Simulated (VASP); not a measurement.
Write the native input for VASP 6.6.1 that does the following.

| Quantity | Value |
| --- | --- |
| Task | single point |
| Functional | PBEsol |
| Potentials or basis | VASP PAW PBE potentials, release 64 (Cu, Ge_d) |
| Cutoff | 520 eV |
| k mesh | 10 × 10 × 3 |
| Occupations | fermi-dirac, width 0.15 eV |
| Spin | no spin polarisation |
| Dipole correction | no |
| Further INCAR settings | ALGO = Normal; EDIFF = 1e-06; NBANDS = 32 |

The structure of Cu3Ge lies in POSCAR:

```
Cu3Ge
1.0
    2.7949456256      0.0000000000      0.0000000000
   -1.3974728179      2.4204939162      0.0000000000
    0.0000000000      0.0000000000      8.4712588401
Cu Ge
3 1
Direct
    0.0000000000      0.0000000000      0.5000000000
    0.6666666667      0.3333333333      0.7423080000
    0.6666666667      0.3333333333      0.2576920000
    0.0000000000      0.0000000000      0.0000000000
```

These files were run (other wordings do the same):

INCAR

```
SYSTEM = Cu3Ge
ALGO = Normal
EDIFF = 1E-6
ENCUT = 520
GGA = PS
ISIF = 2
ISMEAR = -1
LASPH = .True.
LCHARG = .False.
LREAL = .False.
LWAVE = .False.
NBANDS = 32
NELM = 80
PREC = Accurate
SIGMA = 0.15
```

KPOINTS

```
k-points
0
Gamma
  10 10 3
  0 0 0
```

Potentials or basis: VASP PAW PBE potentials, release 64 (Cu, Ge_d).

Command:

```bash
$ cat potpaw_PBE.64/Cu/POTCAR potpaw_PBE.64/Ge_d/POTCAR > POTCAR
$ mpirun -np 1 vasp_std > vasp.out
```

It gave:

The pressure is -11.2 GPa and the largest force is 0.147 eV/Å.

Caveat: the PAW data sets were made with another functional, which shifts forces and pressure a little.

It used 55 s of CPU time on 1 thread of Intel Xeon 6975P-C, on a shared host.
